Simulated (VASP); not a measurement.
# F (Im-3m) in VASP: a series of runs

Runs on F. Level: PBEsol. Tasks: single point, relaxation of cell and atoms.

Everything below comes from runs of VASP 6.6.1. Logs are shortened: lines on timing, memory, paths and dates and some standing lists are left out, and cuts for length are marked.

### 1 The cell of the first run

Symmetry: Im-3m, No. 229, cubic system. Conventional cell: a = 2.026 Å, b = 2.026 Å, c = 2.026 Å, α = 90.00°, β = 90.00°, γ = 90.00°. Within 2.3 Å of F (site symmetry m-3m) lie 14 F at 1.75 to 2.03 Å.

### 2 Single point, PBEsol, non-collinear spin, zero start, spin-orbit coupling

INCAR reads:

```
  ALGO = Normal
  EDIFF = 1E-6
  ENCUT = 520
  GGA = PS
  GGA_COMPAT = False
  ISIF = 2
  ISMEAR = -1
  LASPH = True
  LCHARG = False
  LNONCOLLINEAR = True
  LORBIT = 11
  LORBMOM = True
  LREAL = False
  LSORBIT = True
  LWAVE = False
  MAGMOM = 0 0 0
  NBANDS = 18
  NELM = 150
  PREC = Accurate
  SIGMA = 0.1
```

KPOINTS reads:

```
k-points
0
Gamma
  20 20 20
```

POSCAR reads:

```
F
1.0
   -1.0130361610      1.0130361610      1.0130361610
    1.0130361610     -1.0130361610      1.0130361610
    1.0130361610      1.0130361610     -1.0130361610
F
1
Direct
    0.0000000000      0.0000000000      0.0000000000
```

Potentials or basis: VASP PAW PBE potentials, release 64 (F).

The run is started by

```
> cat potpaw_PBE.64/F/POTCAR > POTCAR
> mpirun -np 1 vasp_ncl > vasp.out
```

OUTCAR:

```text
EDIFF = 1E-6
   ENCUT = 520
   GGA = PS
   ISIF = 2
   ISMEAR = -1
   LASPH = True
   LNONCOLLINEAR = True
   LORBIT = 11
   LREAL = False
   LSORBIT = True
   NELM = 150
   PREC = Accurate

 ion  position               nearest neighbor table
   1  0.000  0.000  0.000-

  LATTYP: Found a body centered cubic cell.
 ALAT       =     2.0260723220

  Lattice vectors:

 A1 = (  -1.0130361610,   1.0130361610,   1.0130361610)
 A2 = (   1.0130361610,  -1.0130361610,   1.0130361610)
 A3 = (   1.0130361610,   1.0130361610,  -1.0130361610)

Analysis of symmetry for initial positions (statically):
=====================================================================
 Subroutine PRICEL returns:
 Original cell was already a primitive cell.

 Routine SETGRP: Setting up the symmetry group for a
 body centered cubic supercell.

 Subroutine GETGRP returns: Found 48 space group operations
 (whereof 48 operations were pure point group operations)
 out of a pool of 48 trial point group operations.

The static configuration has the point symmetry O_h .

Analysis of symmetry for dynamics (positions and initial velocities):
=====================================================================
 Subroutine PRICEL returns:
 Original cell was already a primitive cell.

 Routine SETGRP: Setting up the symmetry group for a
 body centered cubic supercell.

 Subroutine GETGRP returns: Found 48 space group operations
 (whereof 48 operations were pure point group operations)
 out of a pool of 48 trial point group operations.

The dynamic configuration has the point symmetry O_h .

Analysis of structural, dynamic, and magnetic symmetry:
=====================================================================
 Subroutine PRICEL returns:
 Original cell was already a primitive cell.

 Routine SETGRP: Setting up the symmetry group for a
 body centered cubic supercell.

 Subroutine GETGRP returns: Found 48 space group operations
 (whereof 48 operations were pure point group operations)
 out of a pool of 48 trial point group operations.

The overall configuration has the point symmetry O_h .

 Subroutine INISYM returns: Found 48 space group operations
 (whereof 48 operations are pure point group operations),
 and found     1 'primitive' translations

----------------------------------------------------------------------------------------

                                     Primitive cell

  volume of cell :       4.1585

  direct lattice vectors                    reciprocal lattice vectors
    -1.013036161  1.013036161  1.013036161     0.000000000  0.493565797  0.493565797
     1.013036161 -1.013036161  1.013036161     0.493565797  0.000000000  0.493565797
     1.013036161  1.013036161 -1.013036161     0.493565797  0.493565797  0.000000000

  length of vectors
     1.754630101  1.754630101  1.754630101     0.698007444  0.698007444  0.698007444

  position of ions in fractional coordinates (direct lattice)
     0.000000000  0.000000000  0.000000000

  ion indices of the primitive-cell ions
   primitive index   ion index
                 1           1

----------------------------------------------------------------------------------------

 KPOINTS: k-points

Automatic generation of k-mesh.
 Grid dimensions read from file:
 generate k-points for:   20   20   20

 Generating k-lattice:

  Cartesian coordinates                     Fractional coordinates (reciprocal lattice)
     0.000000000  0.024678290  0.024678290     0.050000000  0.000000000  0.000000000
     0.024678290  0.000000000  0.024678290     0.000000000  0.050000000  0.000000000
     0.024678290  0.024678290  0.000000000     0.000000000  0.000000000  0.050000000

  Length of vectors
     0.034900372  0.034900372  0.034900372

  Shift w.r.t. Gamma in fractional coordinates (k-lattice)
     0.000000000  0.000000000  0.000000000

 Subroutine IBZKPT returns following result:
 ===========================================

 Found    256 irreducible k-points:

 Following reciprocal coordinates:
            Coordinates               Weight
  0.000000  0.000000  0.000000      1.000000
  0.050000  0.000000  0.000000     12.000000
  0.100000  0.000000  0.000000     12.000000
  0.150000  0.000000  0.000000     12.000000
  0.200000  0.000000  0.000000     12.000000
  0.250000  0.000000  0.000000     12.000000
[... 16 lines left out ...]
  0.200000  0.100000 -0.000000     48.000000
  0.250000  0.100000 -0.000000     48.000000
 [... further k-points ...]
   k-points           NKPTS =    256   k-points in BZ     NKDIM =    256   number of bands    NBANDS=     18
   number of dos      NEDOS =    301   number of ions     NIONS =      1
   total plane-waves  NPLWV =   2744
   dimension x,y,z NGX =    14 NGY =   14 NGZ =   14
   dimension x,y,z NGXF=    28 NGYF=   28 NGZF=   28
   ions per type =               1
   NGX,Y,Z   is equivalent  to a cutoff of  13.26, 13.26, 13.26 a.u.
   NGXF,Y,Z  is equivalent  to a cutoff of  26.53, 26.53, 26.53 a.u.
 SYSTEM =  unknown system
   PREC   = accura    normal or accurate (medium, high low for compatibility)
   ISTART =      0    job   : 0-new  1-cont  2-samecut
   ICHARG =      2    charge: 1-file 2-atom 10-const
   ISPIN  =      1    spin polarized calculation?
   LNONCOLLINEAR =      T non collinear calculations
   LSORBIT =      T    spin-orbit coupling
   LASPH  =      T    aspherical Exc in radial PAW
   ENCUT  =  520.0 eV  38.22 Ry    6.18 a.u.   3.26  3.26  3.26*2*pi/ulx,y,z
   NELM   =    150;   NELMIN=  2; NELMDL= -5     # of ELM steps
   EDIFF  = 0.1E-05   stopping-criterion for ELM
   LREAL  =      F    real-space projection
   EDIFFG = 0.1E-04   stopping-criterion for IOM
   NSW    =      0    number of steps for IOM
   IBRION =     -1    ionic relax: 0-MD 1-quasi-New 2-CG
   NFREE  =      0    steps in history (QN), initial steepest desc. (CG)
   ISIF   =      2    stress and relaxation
   ISYM   =      2    0-nonsym 1-usesym 2-fastsym
   POTIM  = 0.5000    time-step for ionic-motion
   TEBEG  =    0.0;   TEEND  =   0.0 temperature during run
   PSTRESS=    0.0 pullay stress
   NELECT =       7.0000    total number of electrons
   NUPDOWN=      -1.0000    fix difference up-down
   EMIN   =  10.00;   EMAX   =-10.00  energy-range for DOS
   EFERMI =   0.00;   METHOD = LEGACY
   ISMEAR =    -1;   SIGMA  =   0.10  broadening in eV -4-tet -1-fermi 0-gaus
   EFERMI_NEDOS =   21; number of points for ismear=-14 and -15
   IALGO  =     38    algorithm
   IMIX   =      4    mixing-type and parameters
     AMIX     =   0.40;   BMIX     =  1.00
     AMIX_MAG =   1.60;   BMIX_MAG =  1.00
  volume/ion in A,a.u.               =       4.16        28.06
  Fermi-wavevector in a.u.,A,eV,Ry     =   1.947433  3.680115 51.600041  3.792496
  Thomas-Fermi vector in A             =   2.975673
   LORBIT       =     11    0 simple, 1 ext, 2 COOP (PROOUT), +10 PAW based schemes
   GGA     = PS    functional components
   LHFCALC =     F    Hartree Fock is set to
   AEXX    =    0.0000 exact exchange contribution
   IVDW    =     0    specifies the selected vdW correction
   LEPSILON=     F    determine dielectric tensor
   LRPA    =     F    only Hartree local field effects (RPA)
  energy-cutoff  :      520.00
  volume of cell :        4.16
 maximum number of plane-waves:       270
 NGX is ok and might be reduce to    14
   NGX =  7   NGY =  7   NGZ =  7

 number of electron       7.0000000 magnetization       0.0000000      0.0000000      0.0000000

 number of electron       7.0000002 magnetization      -0.0000000      0.0000000      0.0000000

 number of electron       7.0000002 magnetization       0.0000000     -0.0000000     -0.0000000

 Free energy of the ion-electron system (eV)
  ---------------------------------------------------
  ext. energy  EPLUGINS =         0.00000000
  ---------------------------------------------------
  free energy    TOTEN  =         2.13147780 eV

  energy without entropy =        2.16364566  energy(sigma->0) =        2.14756173

 E-fermi :  10.0059     XC(G=0): -16.3240

 val. band max:        9.9954509358   @ k =   0.2000   0.1500   0.0500
 cond. band min:      10.0332662359   @ k =  -0.3000   0.3500   0.1000
 fundamental gap:      0.0378153001
 Fermi energy:        10.0059180800

 k-point     1 :       0.0000    0.0000    0.0000
  band No.  band energies     occupation
      1     -23.1691      1.00000
      2     -23.1691      1.00000
      3      11.6795      0.00000
      4      11.6795      0.00000
      5      11.7737      0.00000
      6      11.7737      0.00000
[... 10 lines left out ...]
     17      64.8674      0.00000
     18      64.8674      0.00000

 k-point     2 :       0.0500    0.0000    0.0000
  band No.  band energies     occupation
      1     -23.0319      1.00000
      2     -23.0319      1.00000
      3      11.4210      0.00000
      4      11.4210      0.00000
      5      11.6345      0.00000
      6      11.6345      0.00000
[... 10 lines left out ...]
     17      62.9334      0.00000
     18      62.9537      0.00000

 k-point     3 :       0.1000    0.0000    0.0000
  band No.  band energies     occupation
      1     -22.6257      1.00000
      2     -22.6257      1.00000
      3      10.5157      0.00607
      4      10.5157      0.00607
      5      11.3325      0.00000
      6      11.3325      0.00000
[... 10 lines left out ...]
     17      62.1894      0.00000
     18      62.1984      0.00000

 k-point     4 :       0.1500    0.0000    0.0000
  band No.  band energies     occupation
      1     -21.9562      1.00000
      2     -21.9562      1.00000
      3       9.0895      0.99990
      4       9.0895      0.99990
      5      10.8763      0.00017
      6      10.8763      0.00017
[... 375 lines left out ...]
      4       6.8057      1.00000
      5      10.0695      0.34611
      6      10.0695      0.34611
[... 10 lines left out ...]
     17      65.8754      0.00000
     18      65.8754      0.00000

 k-point    23 :       0.2000    0.1000   -0.0000
  band No.  band energies     occupation
      1     -19.5030      1.00000
      2     -19.5030      1.00000
      3       4.9153      1.00000
      4       4.9153      1.00000
      5       9.3268      0.99888
      6       9.3268      0.99888
[... 10 lines left out ...]
     17      68.0921      0.00000
     18      68.0921      0.00000

 k-point    24 :       0.2500    0.1000   -0.0000
  band No.  band energies     occupation
      1     -18.1681      1.00000
      2     -18.1681      1.00000
      3       2.8279      1.00000
      4       2.8279      1.00000
      5       8.6142      1.00000
      6       8.6142      1.00000
[... 10 lines left out ...]
     17      70.2105      0.00000
     18      70.2105      0.00000

 [... further k-points ...]
[... 5 lines left out ...]
  --------------------------------------------------------------------------------------
  -------------------------------------------------------------------------------------
  Total       11.0367350     11.0367350     11.0367350     -0.0000000      0.0000000      0.0000000
  in kB     4252.2262198   4252.2262198   4252.2262198     -0.0000000      0.0000000      0.0000000
  external PRESSURE =    4252.2262198 kB  Pullay stress =       0.0000000 kB

 VOLUME and BASIS-vectors are now :
 -----------------------------------------------------------------------------
  energy-cutoff  :      520.00
  volume of cell :        4.16
      direct lattice vectors                 reciprocal lattice vectors
    -1.013036161  1.013036161  1.013036161     0.000000000  0.493565797  0.493565797
     1.013036161 -1.013036161  1.013036161     0.493565797  0.000000000  0.493565797
     1.013036161  1.013036161 -1.013036161     0.493565797  0.493565797  0.000000000

 POSITION                                       TOTAL-FORCE (eV/Angst)
 -----------------------------------------------------------------------------------
      0.00000      0.00000      0.00000        -0.000000      0.000000     -0.000000
 -----------------------------------------------------------------------------------
    total drift:                               -0.000000     -0.000000     -0.000000

  FREE ENERGIE OF THE ION-ELECTRON SYSTEM (eV)
  ---------------------------------------------------
  free  energy   TOTEN  =         2.1314777984 eV

  energy  without entropy=        2.1636456637  energy(sigma->0) =        2.14756173

 orbital moment (x)

 # of ion     p       tot
 --------------------------------
  1        -0.000  -0.000
 --------------------------------
           -0.000  -0.000

 orbital moment (y)

 # of ion     p       tot
 --------------------------------
  1        -0.000  -0.000
 --------------------------------
           -0.000  -0.000

 orbital moment (z)

 # of ion     p       tot
 --------------------------------
  1         0.000   0.000
 --------------------------------
            0.000   0.000

 Spin-Orbit-Coupling matrix elements

 Ion:    1  E_soc:     -0.0009243
 l=   1
     0.0000000    -0.0001540    -0.0001540
    -0.0001540     0.0000000    -0.0001540
    -0.0001540    -0.0001540     0.0000000
 l=   2
     0.0000000     0.0000000     0.0000000     0.0000000     0.0000000
     0.0000000     0.0000000     0.0000000     0.0000000     0.0000000
     0.0000000     0.0000000     0.0000000     0.0000000     0.0000000
     0.0000000     0.0000000     0.0000000     0.0000000     0.0000000
     0.0000000     0.0000000     0.0000000     0.0000000     0.0000000
 l=   3
     0.0000000     0.0000000     0.0000000     0.0000000     0.0000000     0.0000000     0.0000000
     0.0000000     0.0000000     0.0000000     0.0000000     0.0000000     0.0000000     0.0000000
     0.0000000     0.0000000     0.0000000     0.0000000     0.0000000     0.0000000     0.0000000
     0.0000000     0.0000000     0.0000000     0.0000000     0.0000000     0.0000000     0.0000000
     0.0000000     0.0000000     0.0000000     0.0000000     0.0000000     0.0000000     0.0000000
     0.0000000     0.0000000     0.0000000     0.0000000     0.0000000     0.0000000     0.0000000
     0.0000000     0.0000000     0.0000000     0.0000000     0.0000000     0.0000000     0.0000000

 total charge

# of ion       s       p       d       tot
------------------------------------------
    1        1.831   4.213   0.000   6.044

 magnetization (x)

# of ion       s       p       d       tot
------------------------------------------
    1       -0.000  -0.000   0.000  -0.000

 magnetization (y)

# of ion       s       p       d       tot
------------------------------------------
    1        0.000  -0.000   0.000   0.000

 magnetization (z)

# of ion       s       p       d       tot
------------------------------------------
    1       -0.000  -0.000   0.000  -0.000
```

It took 44 s on 1 thread of Intel Xeon 6975P-C, shared host; peak memory 0.14 GiB.

What came out:

```
Free energy                                           : 2.1315 eV
Pressure                                              : 425.2 GPa
Net moment                                            : 0.00 μB per cell
Valence electrons inside the program's atomic spheres : F 6.04
```

Moments on the atoms (μB; x, y, z):
```
F   0.00 0.00 0.00
```

Caveat: the PAW data sets were made with another functional, which shifts forces and pressure a little.

(Continued in part 2 of 2.)
